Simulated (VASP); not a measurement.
Crystal: Ga2SnSe3.

```
Ga Sn Se
1.0
     4.09831    0.00000    0.00000
     0.00000    4.09831    0.00000
     0.00000    0.00000    9.02895
Ga Sn Se
2 1 3
Cartesian
  0.0000 2.0492 6.6047
  2.0492 0.0000 2.4243
  0.0000 0.0000 0.0000
  0.0000 2.0492 3.4626
  2.0492 0.0000 5.5664
  2.0492 2.0492 0.0000
```

```yaml
Program: VASP 6.6.1
Task: relaxation of cell and atoms
Functional: PBE
Potentials_or_basis: VASP PAW PBE potentials, release 64 (Ga_d, Sn_d, Se)
Cutoff: 600 eV
k_mesh: 4 × 4 × 2
Occupations: gaussian, width 0.1 eV
Spin: no spin polarisation
```

At the start: pressure -3.5 GPa; volume 25.28 Å³/atom.

Task: How do energy, volume and symmetry change on relaxing?

Result: Over 20 steps the energy falls by 304.6 meV/atom and the volume is 25.24 Å³/atom (-0.1 %); space group P-4m2 (No. 115, to 0.05 Å).

The path:
```tsv
step	energy change (eV)	largest force (eV/Å)	pressure (GPa)	volume (Å³)
1	0.0000	1.4733	-3.48	151.65
2	-0.4189	1.4552	-0.62	139.91
3	-0.5445	1.3271	2.93	131.21
4	-0.8665	1.0329	2.49	132.29
5	-1.3203	0.5748	2.56	135.17
6	-1.6445	0.4314	3.40	140.93
7	-1.6220	0.4396	3.33	137.85
8	-1.7162	0.1210	3.36	139.39
9	-1.4700	0.2757	-4.40	164.40
10	-1.8084	0.1799	-0.11	147.30
11	-1.8086	0.1776	0.01	146.95
12	-1.8086	0.1765	0.07	146.80
13	-1.8149	0.1026	0.13	147.28
14	-1.8203	0.0500	0.24	148.20
15	-1.8242	0.0229	0.08	149.46
16	-1.8257	0.0838	-0.17	151.63
17	-1.8259	0.0694	-0.12	151.10
18	-1.8266	0.0552	0.07	151.01
19	-1.8266	0.0530	0.10	151.00
20	-1.8273	0.0261	0.06	151.43
```

Final structure:
```
Ga Sn Se
1.0
     3.94610    0.00000    0.00000
     0.00000    3.94610    0.00000
     0.00000    0.00000    9.72458
Ga Sn Se
2 1 3
Direct
  0.00000 0.50000 0.61655
  0.50000 0.00000 0.38345
  0.00000 0.00000 0.00000
  0.00000 0.50000 0.34611
  0.50000 0.00000 0.65389
  0.50000 0.50000 0.00000
```

Caveat: the k points lie up to 0.40 Å⁻¹ apart in the final cell.
